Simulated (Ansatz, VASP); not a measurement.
# MgS: VASP beside Ansatz

```xyz
2
Lattice="3.4745 0.0000 0.0000 0.0000 3.4745 0.0000 0.0000 0.0000 3.4745" Properties=species:S:1:pos:R:3 pbc="T T T"
Mg    0.0000    0.0000    0.0000
S     1.7373    1.7373    1.7373
```

Change from the starting cell: species swapped into the HfRh type (Pm-3m, No. 221).

Alike in both runs: task single point; functional PBE; k mesh 6 × 6 × 6; occupations gaussian, width 0.1 eV; no spin polarisation.

```csv
,VASP,Ansatz
version,VASP 6.6.1,Ansatz 0.2.0
potentials or method,"VASP PAW PBE potentials, release 64 (Mg, S), cutoff 520 eV","scalar-relativistic, plane waves, PAW"
valence electrons in the cell,8,16
```

|  | VASP | Ansatz | Ansatz less VASP |
| --- | --- | --- | --- |
| gap on the k mesh at the Fermi level (eV) | none | none | - |
| pressure (GPa) | -8.8 | -8.6 | +0.18 |

A gap of «none» marks a metal or a gap that the smearing closes. VASP's potentials hold 8 valence electrons a cell and Ansatz's 16, so a difference there can come from the potentials and not from the codes.
